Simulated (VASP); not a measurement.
# InPd (Pm-3m) in VASP: a series of runs

Aim: see how the results for InPd move with the level of theory and the settings. Levels: PBE0, PBEsol-based global hybrid with 25 % exact exchange, PBEsol-based screened hybrid with 25 % exact exchange. Tasks: single point.

Program: VASP 6.6.1. These are calculated values, not measurements. Logs are shortened: lines on timing, memory, paths and dates and some standing lists are left out, and cuts for length are marked.

## (1) The cell of the first run

It takes space group Pm-3m (No. 221, cubic). The conventional cell has a = 3.250 Å, b = 3.250 Å, c = 3.250 Å, α = 90.00°, β = 90.00°, γ = 90.00°. In (site symmetry m-3m) has 8 Pd at 2.81 Å and 6 In at 3.25 Å within 3.7 Å. Within 3.7 Å of Pd (site symmetry m-3m) lie 8 In at 2.81 Å and 6 Pd at 3.25 Å.

## (2) Single point, PBE0

File POSCAR:

```
InPd
1.0
    3.2499251601      0.0000000000      0.0000000000
    0.0000000000      3.2499251601      0.0000000000
    0.0000000000      0.0000000000      3.2499251601
In Pd
1 1
Direct
    0.0000000000      0.0000000000      0.0000000000
    0.5000000000      0.5000000000      0.5000000000
```

File INCAR.step1:

```
SYSTEM = InPd
  PREC = Accurate
  ENCUT = 520
  EDIFF = 1E-5
  ISMEAR = -1
  SIGMA = 0.05
  LREAL = .False.
  LASPH = .True.
  NELM = 100
  ALGO = Normal
  ISIF = 2
  LWAVE = .True.
  LCHARG = .False.
  GGA = PE
  NBANDS = 18
```

File INCAR.step2:

```
SYSTEM = InPd
  PREC = Accurate
  ENCUT = 520
  EDIFF = 1E-6
  ISMEAR = -1
  SIGMA = 0.05
  LREAL = .False.
  LASPH = .True.
  NELM = 100
  ALGO = Normal
  ISIF = 2
  LWAVE = .False.
  LCHARG = .False.
  GGA = PE
  LHFCALC = .True.
  AEXX = 0.25
  PRECFOCK = Normal
  ISTART = 1
  NBANDS = 18
```

File KPOINTS:

```
regular mesh
0
Gamma
  4 4 4
  0 0 0
```

Potentials or basis: VASP PAW PBE potentials, release 64 (In_d, Pd).

The run is started by

```console
cat potpaw_PBE.64/In_d/POTCAR potpaw_PBE.64/Pd/POTCAR > POTCAR
cp INCAR.step1 INCAR
mpirun -np 1 vasp_std > vasp.out
cp INCAR.step2 INCAR
mpirun -np 1 vasp_std > vasp.out
```

OUTCAR:

```text
SYSTEM = InPd
   PREC = Accurate
   ENCUT = 520
   EDIFF = 1E-6
   ISMEAR = -1
   LREAL = .False.
   LASPH = .True.
   NELM = 100
   ISIF = 2
   GGA = PE
   LHFCALC = .True.
   AEXX = 0.25
   PRECFOCK = Normal
   ISTART = 1

 ion  position               nearest neighbor table
   1  0.000  0.000  0.000-   2 2.81   2 2.81   2 2.81   2 2.81   2 2.81   2 2.81   2 2.81   2 2.81

   2  0.500  0.500  0.500-   1 2.81   1 2.81   1 2.81   1 2.81   1 2.81   1 2.81   1 2.81   1 2.81

  LATTYP: Found a simple cubic cell.
 ALAT       =     3.2499251601

  Lattice vectors:

 A1 = (   3.2499251601,   0.0000000000,   0.0000000000)
 A2 = (   0.0000000000,   3.2499251601,   0.0000000000)
 A3 = (   0.0000000000,   0.0000000000,   3.2499251601)

Analysis of symmetry for initial positions (statically):
=====================================================================
 Subroutine PRICEL returns:
 Original cell was already a primitive cell.

 Routine SETGRP: Setting up the symmetry group for a
 simple cubic supercell.

 Subroutine GETGRP returns: Found 48 space group operations
 (whereof 48 operations were pure point group operations)
 out of a pool of 48 trial point group operations.

The static configuration has the point symmetry O_h .

Analysis of symmetry for dynamics (positions and initial velocities):
=====================================================================
 Subroutine PRICEL returns:
 Original cell was already a primitive cell.

 Routine SETGRP: Setting up the symmetry group for a
 simple cubic supercell.

 Subroutine GETGRP returns: Found 48 space group operations
 (whereof 48 operations were pure point group operations)
 out of a pool of 48 trial point group operations.

The dynamic configuration has the point symmetry O_h .

 Subroutine INISYM returns: Found 48 space group operations
 (whereof 48 operations are pure point group operations),
 and found     1 'primitive' translations

----------------------------------------------------------------------------------------

                                     Primitive cell

  volume of cell :      34.3258

  direct lattice vectors                    reciprocal lattice vectors
     3.249925160  0.000000000  0.000000000     0.307699393  0.000000000  0.000000000
[... 73 lines left out ...]
   EDIFFG = 0.1E-04   stopping-criterion for IOM
   NSW    =      0    number of steps for IOM
   IBRION =     -1    ionic relax: 0-MD 1-quasi-New 2-CG
   NFREE  =      0    steps in history (QN), initial steepest desc. (CG)
   ISIF   =      2    stress and relaxation
   ISYM   =      3    0-nonsym 1-usesym 2-fastsym
   POTIM  = 0.5000    time-step for ionic-motion
   TEBEG  =    0.0;   TEEND  =   0.0 temperature during run
   PSTRESS=    0.0 pullay stress
   NELECT =      23.0000    total number of electrons
   NUPDOWN=      -1.0000    fix difference up-down
   EMIN   =  10.00;   EMAX   =-10.00  energy-range for DOS
   EFERMI =   0.00;   METHOD = LEGACY
   ISMEAR =    -1;   SIGMA  =   0.05  broadening in eV -4-tet -1-fermi 0-gaus
   EFERMI_NEDOS =   21; number of points for ismear=-14 and -15
   IALGO  =     38    algorithm
   IMIX   =      1    mixing-type and parameters
     AMIX     =   0.40;   BMIX     =  1.00
     AMIX_MAG =   1.60;   BMIX_MAG =  1.00
  volume/ion in A,a.u.               =      17.16       115.82
  Fermi-wavevector in a.u.,A,eV,Ry     =   1.432553  2.707133 27.921993  2.052209
  Thomas-Fermi vector in A             =   2.552168
   LORBIT       =      0    0 simple, 1 ext, 2 COOP (PROOUT), +10 PAW based schemes
   GGA     = PE    functional components
   LHFCALC =     T    Hartree Fock is set to
   PRECFOCK=normal    Normal, Fast or Accurate (Low or Medium for compatibility)
   ENCUT4O =  -1.0   cutoff for four orbital integrals eV
   NKREDX  =     1    reduce k-point grid by
   NKREDY  =     1    reduce k-point grid by
   NKREDZ  =     1    reduce k-point grid by
   AEXX    =    0.2500 exact exchange contribution
   HFSCREEN=    0.0000 screening length (either q_TF or 0.3 A-1)
   HFSCREENC=   0.0000 screening length for correlation (either q_TF or 0.3 A-1)
   ENCUTFOCK=  -1.0 apply spherical cutoff to Coloumb kernel
   IVDW    =     0    specifies the selected vdW correction
   LEPSILON=     F    determine dielectric tensor
   LRPA    =     F    only Hartree local field effects (RPA)
 non-spin polarized calculation
  energy-cutoff  :      520.00
  volume of cell :       34.33
 maximum number of plane-waves:       952
  NGX = 20; NGY = 20; NGZ = 20

 number of electron      22.9999989 magnetization

 Free energy of the ion-electron system (eV)
  ---------------------------------------------------
  ext. energy  EPLUGINS =         0.00000000
  ---------------------------------------------------
  free energy    TOTEN  =       -11.29095422 eV

  energy without entropy =      -11.28442053  energy(sigma->0) =      -11.28768738

 E-fermi :  10.8453     XC(G=0):  -9.6762

 val. band max:       10.8451853949   @ k =   0.5000   0.5000   0.2500
 cond. band min:      11.5785621577   @ k =   0.5000   0.5000   0.5000
 fundamental gap:      0.7333767628
 Fermi energy:        10.8452717528

 k-point     1 :       0.0000    0.0000    0.0000
  band No.  band energies     occupation
      1      -6.9248      2.00000
      2      -6.9248      2.00000
      3      -6.4764      2.00000
      4      -6.4756      2.00000
      5      -6.4701      2.00000
      6      -1.2186      2.00000
[... 187 lines left out ...]
      5      -6.2485      2.00000
      6       4.2678      2.00000
[... 10 lines left out ...]
     17      15.9569      0.00000
     18      17.9853      0.00000

------------------------ aborting loop because EDIFF is reached ----------------------------------------

  FORCE on cell =-STRESS in cart. coord.  units (eV):
  Direction    XX          YY          ZZ          XY          YZ          ZX
  --------------------------------------------------------------------------------------
  -------------------------------------------------------------------------------------
  Total        0.4435302      0.4435302      0.4435302      0.0000000      0.0000000     -0.0000000
  in kB       20.7020680     20.7020680     20.7020680      0.0000000      0.0000000     -0.0000000
  external PRESSURE =      20.7020680 kB  Pullay stress =       0.0000000 kB

 VOLUME and BASIS-vectors are now :
 -----------------------------------------------------------------------------
  energy-cutoff  :      520.00
  volume of cell :       34.33
      direct lattice vectors                 reciprocal lattice vectors
     3.249925160  0.000000000  0.000000000     0.307699393  0.000000000  0.000000000
     0.000000000  3.249925160  0.000000000     0.000000000  0.307699393  0.000000000
     0.000000000  0.000000000  3.249925160     0.000000000  0.000000000  0.307699393

 POSITION                                       TOTAL-FORCE (eV/Angst)
 -----------------------------------------------------------------------------------
      0.00000      0.00000      0.00000         0.000000      0.000000      0.000000
      1.62496      1.62496      1.62496         0.000000      0.000000      0.000000
 -----------------------------------------------------------------------------------
    total drift:                                0.000000      0.000000      0.000000

  FREE ENERGIE OF THE ION-ELECTRON SYSTEM (eV)
  ---------------------------------------------------
  free  energy   TOTEN  =       -11.2909542188 eV

  energy  without entropy=      -11.2844205315  energy(sigma->0) =      -11.28768738
```

It took 15 min on 1 thread of Intel Xeon Platinum 8488C (Sapphire Rapids), shared host; peak memory 0.16 GiB.

What came out:

```yaml
Free_energy: -11.2910 eV
Pressure: 2.1 GPa
Band_gap_on_the_k_mesh: zero (an odd number of electrons rules out a gap without spin polarisation)
```

Caveat: the k points lie up to 0.48 Å⁻¹ apart, too coarse for converged energies and pressures of a metal; the PAW data sets were made with another functional, which shifts forces and pressure a little; spin-orbit coupling is left out, which moves the levels of the heavy elements.

## (3) Single point, PBE0

This run uses another cell than the first one, of 17.51 Å³/atom.

File POSCAR:

```
InPd
1.0
    3.2718847800      0.0000000000      0.0000000000
    0.0000000000      3.2718847800      0.0000000000
    0.0000000000      0.0000000000      3.2718847800
In Pd
1 1
Direct
    0.0000000000      0.0000000000      0.0000000000
    0.5000000000      0.5000000000      0.5000000000
```

File INCAR.step1:

```
PREC = Accurate
ENCUT = 520
EDIFF = 1E-5
ISMEAR = -1
SIGMA = 0.05
LREAL = F
LASPH = T
NELM = 100
ALGO = Normal
ISIF = 2
LWAVE = T
NBANDS = 18
GGA = PE
```

File INCAR.step2:

```
PREC = Accurate
ENCUT = 520
EDIFF = 1E-6
ISMEAR = -1
SIGMA = 0.05
LREAL = F
LASPH = T
NELM = 100
ALGO = Normal
ISIF = 2
LWAVE = F
LCHARG = T
GGA = PE
LHFCALC = T
AEXX = 0.25
PRECFOCK = Normal
LELF = T
LVHAR = T
NBANDS = 18
ISTART = 1
```

File KPOINTS:

```
regular mesh
0
Gamma
  4 4 4
```

Potentials or basis: VASP PAW PBE potentials, release 64 (In_d, Pd).

The run is started by

```console
cat potpaw_PBE.64/In_d/POTCAR potpaw_PBE.64/Pd/POTCAR > POTCAR
cp INCAR.step1 INCAR
mpirun -np 1 vasp_std > vasp.out
cp INCAR.step2 INCAR
mpirun -np 1 vasp_std > vasp.out
```

Wall time 27 min (1 thread of Intel Xeon Platinum 8488C (Sapphire Rapids), shared host); peak memory 0.16 GiB.

It converged, with:

```yaml
Free_energy: -11.2942 eV
Pressure: -0.8 GPa
Band_gap_on_the_k_mesh: zero (an odd number of electrons rules out a gap without spin polarisation)
```

Levels at points of the mesh, in eV from the Fermi level:
```
           k point  band 8  band 9  band 10  band 11  band 12  band 13  band 14  band 15
(0.00, 0.00, 0.00)   -5.44   -3.66    -3.65    -3.64     5.01     5.01     5.01    10.93
(0.50, 0.00, 0.00)   -5.42   -4.74    -4.73    -3.74    -2.18    10.70    10.73    10.74
(0.50, 0.50, 0.00)   -4.14   -4.10    -3.28    -3.23    -3.10     1.94     3.17    10.61
(0.50, 0.50, 0.50)   -6.44   -3.04    -3.04     0.62     4.24     4.28     4.31     4.93
```

Caveat: the k points lie up to 0.48 Å⁻¹ apart, too coarse for converged energies and pressures of a metal; the PAW data sets were made with another functional, which shifts forces and pressure a little; spin-orbit coupling is left out, which moves the levels of the heavy elements.

## (4) Single point, PBEsol-based global hybrid with 25 % exact exchange

This run uses another cell than the first one, of 16.82 Å³/atom.

File POSCAR:

```
InPd
1.0
    3.2282833577      0.0000000000      0.0000000000
    0.0000000000      3.2282833577      0.0000000000
    0.0000000000      0.0000000000      3.2282833577
In Pd
1 1
Direct
    0.0000000000      0.0000000000      0.0000000000
    0.5000000000      0.5000000000      0.5000000000
```

File INCAR.step1:

```
SYSTEM = InPd
  PREC = Accurate
  ENCUT = 520
  EDIFF = 1E-5
  ISMEAR = -1
  SIGMA = 0.05
  LREAL = .False.
  LASPH = .True.
  NELM = 80
  ALGO = Normal
  ISIF = 2
  LWAVE = .True.
  LCHARG = .False.
  NBANDS = 18
  GGA = PE
```

File INCAR.step2:

```
SYSTEM = InPd
  PREC = Accurate
  ENCUT = 520
  EDIFF = 1E-6
  ISMEAR = -1
  SIGMA = 0.05
  LREAL = .False.
  LASPH = .True.
  NELM = 80
  ALGO = Normal
  ISIF = 2
  LWAVE = .False.
  LCHARG = .False.
  GGA = PS
  LHFCALC = .True.
  AEXX = 0.25
  PRECFOCK = Normal
  NBANDS = 18
  ISTART = 1
```

File KPOINTS:

```
regular mesh
0
Gamma
  4 4 4
  0 0 0
```

Potentials or basis: VASP PAW PBE potentials, release 64 (In_d, Pd).

The run is started by

```console
cat potpaw_PBE.64/In_d/POTCAR potpaw_PBE.64/Pd/POTCAR > POTCAR
cp INCAR.step1 INCAR
mpirun -np 1 vasp_std > vasp.out
cp INCAR.step2 INCAR
mpirun -np 1 vasp_std > vasp.out
```

OUTCAR:

```text
SYSTEM = InPd
   PREC = Accurate
   ENCUT = 520
   EDIFF = 1E-6
   ISMEAR = -1
   LREAL = .False.
   LASPH = .True.
   NELM = 80
   ISIF = 2
   GGA = PS
   LHFCALC = .True.
   AEXX = 0.25
   PRECFOCK = Normal
   ISTART = 1

 ion  position               nearest neighbor table
   1  0.000  0.000  0.000-   2 2.80   2 2.80   2 2.80   2 2.80   2 2.80   2 2.80   2 2.80   2 2.80

   2  0.500  0.500  0.500-   1 2.80   1 2.80   1 2.80   1 2.80   1 2.80   1 2.80   1 2.80   1 2.80

  LATTYP: Found a simple cubic cell.
[... 392 lines left out ...]

  FORCE on cell =-STRESS in cart. coord.  units (eV):
  Direction    XX          YY          ZZ          XY          YZ          ZX
  --------------------------------------------------------------------------------------
  -------------------------------------------------------------------------------------
  Total        0.0476856      0.0476856      0.0476856     -0.0000000     -0.0000000      0.0000000
  in kB        2.2708197      2.2708197      2.2708197     -0.0000000     -0.0000000      0.0000000
  external PRESSURE =       2.2708197 kB  Pullay stress =       0.0000000 kB

 VOLUME and BASIS-vectors are now :
 -----------------------------------------------------------------------------
  energy-cutoff  :      520.00
  volume of cell :       33.64
      direct lattice vectors                 reciprocal lattice vectors
     3.228283358  0.000000000  0.000000000     0.309762152  0.000000000  0.000000000
     0.000000000  3.228283358  0.000000000     0.000000000  0.309762152  0.000000000
     0.000000000  0.000000000  3.228283358     0.000000000  0.000000000  0.309762152

 POSITION                                       TOTAL-FORCE (eV/Angst)
 -----------------------------------------------------------------------------------
      0.00000      0.00000      0.00000         0.000000      0.000000      0.000000
      1.61414      1.61414      1.61414         0.000000      0.000000      0.000000
 -----------------------------------------------------------------------------------
    total drift:                               -0.000001     -0.000001     -0.000001

  FREE ENERGIE OF THE ION-ELECTRON SYSTEM (eV)
  ---------------------------------------------------
  free  energy   TOTEN  =       -12.1778949249 eV

  energy  without entropy=      -12.1713671092  energy(sigma->0) =      -12.17463102
```

OSZICAR.step1:

```text
N       E                     dE             d eps       ncg     rms          rms(c)
DAV:   1     0.166902642087E+03    0.16690E+03   -0.10897E+04   370   0.169E+03
DAV:   2     0.261902465264E+00   -0.16664E+03   -0.16004E+03   370   0.380E+02
DAV:   3    -0.867797147178E+01   -0.89399E+01   -0.88570E+01   398   0.920E+01
DAV:   4    -0.888021658368E+01   -0.20225E+00   -0.20206E+00   448   0.118E+01
DAV:   5    -0.888896529133E+01   -0.87487E-02   -0.87478E-02   458   0.240E+00    0.711E+00
DAV:   6    -0.871441559862E+01    0.17455E+00   -0.33398E-01   416   0.828E+00    0.345E+00
DAV:   7    -0.867614208654E+01    0.38274E-01   -0.53905E-02   466   0.459E+00    0.141E+00
DAV:   8    -0.866990005823E+01    0.62420E-02   -0.16840E-02   396   0.117E+00    0.382E-01
DAV:   9    -0.866917485965E+01    0.72520E-03   -0.17140E-03   464   0.656E-01    0.635E-02
DAV:  10    -0.866917716032E+01   -0.23007E-05   -0.38464E-05   474   0.889E-02
   1 F= -.86691772E+01 E0= -.86623211E+01  d E =-.137121E-01
```

Run time: 20 min. Hardware: 1 thread of Intel Xeon Platinum 8259CL at 2.50GHz (Skylake/Cascade Lake), shared host; peak memory 0.16 GiB.

Results:

```yaml
Free_energy: -12.1779 eV
Pressure: 0.2 GPa
Band_gap_on_the_k_mesh: zero (an odd number of electrons rules out a gap without spin polarisation)
```

Caveat: the k points lie up to 0.49 Å⁻¹ apart, too coarse for converged energies and pressures of a metal; the PAW data sets were made with another functional, which shifts forces and pressure a little; spin-orbit coupling is left out, which moves the levels of the heavy elements.

[end of part 1 of 2]

The gap in the log of VASP goes by the Fermi energy; the results here count the filled bands.